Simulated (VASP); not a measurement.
# SnTe3 (Fm-3m) in VASP: further runs, part 2 of 3

VASP 6.6.1.

**3. Single point, PBE+D3(BJ)**

This run uses another cell than the first one, of 26.16 Å³/atom, 1.019 times its volume.

Input file INCAR:

```
PREC     = Accurate       # precision mode
ENCUT    = 500            # plane-wave cutoff, eV
EDIFF    = 1E-6           # SCF threshold, eV
ISMEAR   = -1             # smearing method
SIGMA    = 0.05           # smearing width, eV
LREAL    = F              # projectors in reciprocal space
LASPH    = T              # aspherical terms in the spheres
NELM     = 120            # most SCF steps
ALGO     = Normal         # electronic algorithm
ISIF     = 2              # what is computed and relaxed
LWAVE    = F              # write WAVECAR
LCHARG   = T              # write CHGCAR
GGA      = PE             # functional
IVDW     = 12             # dispersion correction
LELF     = T              # ELF
LVHAR    = T            
NBANDS   = 24             # bands
GGA_COMPAT= F
```

Input file KPOINTS:

```
regular mesh
0
Gamma
  3 3 3
```

Input file POSCAR:

```
SnTe3
1.0
    0.0000000000      3.7401001052      3.7401001052
    3.7401001052      0.0000000000      3.7401001052
    3.7401001052      3.7401001052      0.0000000000
Sn Te
1 3
Direct
    0.0000000000      0.0000000000      0.0000000000
    0.2500000000      0.2500000000      0.2500000000
    0.7500000000      0.7500000000      0.7500000000
    0.5000000000      0.5000000000      0.5000000000
```

Potentials or basis: VASP PAW PBE potentials, release 64 (Sn_d, Te).

Started as:

```
$ cat potpaw_PBE.64/Sn_d/POTCAR potpaw_PBE.64/Te/POTCAR > POTCAR
$ mpirun -np 1 vasp_std > vasp.out
```

OUTCAR:

```text
PREC = Accurate
   ENCUT = 500
   EDIFF = 1E-6
   ISMEAR = -1
   LREAL = F
   LASPH = T
   NELM = 120
   ISIF = 2
   GGA = PE
   IVDW = 12
 IVDW          = 12

 ion  position               nearest neighbor table
   1  0.000  0.000  0.000-   3 3.24   3 3.24   3 3.24   2 3.24   3 3.24   2 3.24   2 3.24   2 3.24

   2  0.250  0.250  0.250-   1 3.24   1 3.24   1 3.24   1 3.24   4 3.24   4 3.24   4 3.24   4 3.24

   3  0.750  0.750  0.750-   4 3.24   4 3.24   4 3.24   1 3.24   4 3.24   1 3.24   1 3.24   1 3.24

   4  0.500  0.500  0.500-   2 3.24   2 3.24   2 3.24   2 3.24   3 3.24   3 3.24   3 3.24   3 3.24

  LATTYP: Found a face centered cubic cell.
 ALAT       =     7.4802002104

  Lattice vectors:

 A1 = (   0.0000000000,   3.7401001052,   3.7401001052)
 A2 = (   3.7401001052,   0.0000000000,   3.7401001052)
 A3 = (   3.7401001052,   3.7401001052,   0.0000000000)

Analysis of symmetry for initial positions (statically):
=====================================================================
 Subroutine PRICEL returns:
 Original cell was already a primitive cell.

 Routine SETGRP: Setting up the symmetry group for a
 face centered cubic supercell.

 Subroutine GETGRP returns: Found 48 space group operations
 (whereof 48 operations were pure point group operations)
 out of a pool of 48 trial point group operations.

The static configuration has the point symmetry O_h .

Analysis of symmetry for dynamics (positions and initial velocities):
=====================================================================
 Subroutine PRICEL returns:
 Original cell was already a primitive cell.

 Routine SETGRP: Setting up the symmetry group for a
 face centered cubic supercell.

 Subroutine GETGRP returns: Found 48 space group operations
 (whereof 48 operations were pure point group operations)
 out of a pool of 48 trial point group operations.

[... 99 lines left out ...]
   EFERMI_NEDOS =   21; number of points for ismear=-14 and -15
   IALGO  =     38    algorithm
   IMIX   =      4    mixing-type and parameters
     AMIX     =   0.40;   BMIX     =  1.00
     AMIX_MAG =   1.60;   BMIX_MAG =  1.00
  volume/ion in A,a.u.               =      26.16       176.53
  Fermi-wavevector in a.u.,A,eV,Ry     =   1.102973  2.084317 16.552164  1.216550
  Thomas-Fermi vector in A             =   2.239424
   LORBIT       =      0    0 simple, 1 ext, 2 COOP (PROOUT), +10 PAW based schemes
   GGA     = PE    functional components
   LHFCALC =     F    Hartree Fock is set to
   AEXX    =    0.0000 exact exchange contribution
   IVDW    =    12    specifies the selected vdW correction
   LEPSILON=     F    determine dielectric tensor
   LRPA    =     F    only Hartree local field effects (RPA)
 non-spin polarized calculation
  energy-cutoff  :      500.00
  volume of cell :      104.64
 maximum number of plane-waves:      2685
 NGX is ok and might be reduce to    40
   NGX = 19   NGY = 19   NGZ = 19

 number of electron      32.0000007 magnetization

 Free energy of the ion-electron system (eV)
  ---------------------------------------------------
  ext. energy  EPLUGINS =         0.00000000
  ---------------------------------------------------
  free energy    TOTEN  =       -12.57862157 eV

  energy without entropy =      -12.54319444  energy(sigma->0) =      -12.56090800

 E-fermi :   9.0178     XC(G=0): -10.4809

 val. band max:        8.3373424339   @ k =  -0.3333   0.3333   0.0000
 cond. band min:       9.0668366569   @ k =   0.3333   0.0000   0.0000
 fundamental gap:      0.7294942230
 Fermi energy:         9.0178424108

 k-point     1 :       0.0000    0.0000    0.0000
  band No.  band energies     occupation
      1     -12.6759      2.00000
      2     -12.6759      2.00000
      3     -12.6759      2.00000
      4     -12.6693      2.00000
      5     -12.6693      2.00000
      6      -5.1980      2.00000
[... 97 lines left out ...]
     23      16.0969      0.00000
     24      16.2220      0.00000

------------------------ aborting loop because EDIFF is reached ----------------------------------------

 Edisp (eV)   -2.06161

 E8    (eV) :    -0.9494

  FORCE on cell =-STRESS in cart. coord.  units (eV):
  Direction    XX          YY          ZZ          XY          YZ          ZX
  --------------------------------------------------------------------------------------
  -------------------------------------------------------------------------------------
  Total      -0.13810    -0.13810    -0.13810     0.00000     0.00000     0.00000
  in kB      -2.11456    -2.11456    -2.11456     0.00000     0.00000     0.00000
  external pressure =       -2.11 kB  Pullay stress =        0.00 kB

 VOLUME and BASIS-vectors are now :
 -----------------------------------------------------------------------------
  energy-cutoff  :      500.00
  volume of cell :      104.64
      direct lattice vectors                 reciprocal lattice vectors
     0.000000000  3.740100105  3.740100105    -0.133686261  0.133686261  0.133686261
     3.740100105  0.000000000  3.740100105     0.133686261 -0.133686261  0.133686261
     3.740100105  3.740100105  0.000000000     0.133686261  0.133686261 -0.133686261

 POSITION                                       TOTAL-FORCE (eV/Angst)
 -----------------------------------------------------------------------------------
      0.00000      0.00000      0.00000         0.000000      0.000000      0.000000
      1.87005      1.87005      1.87005         0.000000     -0.000000      0.000000
      5.61015      5.61015      5.61015        -0.000000     -0.000000     -0.000000
      3.74010      3.74010      3.74010         0.000000      0.000000      0.000000
 -----------------------------------------------------------------------------------
    total drift:                               -0.000000      0.000000      0.000000

  FREE ENERGIE OF THE ION-ELECTRON SYSTEM (eV)
  ---------------------------------------------------
  free  energy   TOTEN  =       -14.6402300812 eV

  energy  without entropy=      -14.6048029503  energy(sigma->0) =      -14.62251652
```

stdout:

```text
POSCAR found type information on POSCAR SnTe
 POSCAR found :  2 types and       4 ions
 scaLAPACK will be used
 LDA part: xc-table for (Slater+PW92), standard interpolation
 POSCAR, INCAR and KPOINTS ok, starting setup
 FFT: planning ... GRIDC
 FFT: planning ... GRID_SOFT
 FFT: planning ... GRID
 WAVECAR not read
 entering main loop
```

Run time: 11 s. Hardware: 1 thread of Intel Xeon 6975P-C (Granite Rapids), shared host; peak memory 0.23 GiB.

What came out:

- Free energy: -14.6402 eV
- Pressure: -0.2 GPa
- Dispersion energy per atom: -0.515 eV

Levels at points of the mesh, in eV from the Fermi level:
```csv
k point,band 12,band 13,band 14,band 15,band 16,band 17,band 18,band 19,band 20,band 21
"(0.00, 0.00, 0.00)",-3.75,-3.69,-3.69,-3.69,-2.13,-2.13,-2.13,2.79,2.79,4.66
```

Caveat: the k points lie up to 0.48 Å⁻¹ apart; this odd mesh misses L, where the gap lies, so gap, dielectric constants and Born charges aren't listed; spin-orbit coupling is left out, which moves the levels of the heavy elements; pairwise dispersion overbinds metals, which lowers pressure and volume.

(Part 2 of 3 ends here.)
